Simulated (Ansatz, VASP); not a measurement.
# Ti3H in VASP and in Ansatz

```
Ti H
1.0
     4.60398    0.00000    0.00000
    -2.30199    3.98716    0.00000
     0.00000    0.00000   22.49699
Ti H
6 2
Direct
  0.66667 0.33333 0.17780
  0.33333 0.66667 0.21958
  0.00000 0.00000 0.26135
  0.66667 0.33333 0.29806
  0.33333 0.66667 0.33046
  0.00000 0.00000 0.37769
  0.23960 0.76040 0.44037
  0.42707 0.57293 0.44037
```

Alike in both runs: task single point; functional PBE; k mesh 6 × 6 × 1; occupations gaussian, width 0.1 eV; no spin polarisation.

|  | VASP | Ansatz |
| --- | --- | --- |
| version | VASP 6.6.1 | Ansatz 0.2.0 |
| potentials or method | VASP PAW PBE potentials, release 64 (Ti_sv, H), cutoff 520 eV | scalar-relativistic, plane waves, PAW |
| valence electrons in the cell | 74 | 74 |

|  | VASP | Ansatz | Ansatz less VASP |
| --- | --- | --- | --- |
| gap on the k mesh at the Fermi level (eV) | none | none | - |
| rms of the force components (eV/Å) | 0.650 | 0.652 | +0.0017 |

Atom by atom the forces differ by 0.005 eV/Å (rms over components). A gap of «none» marks a metal or a gap that the smearing closes.
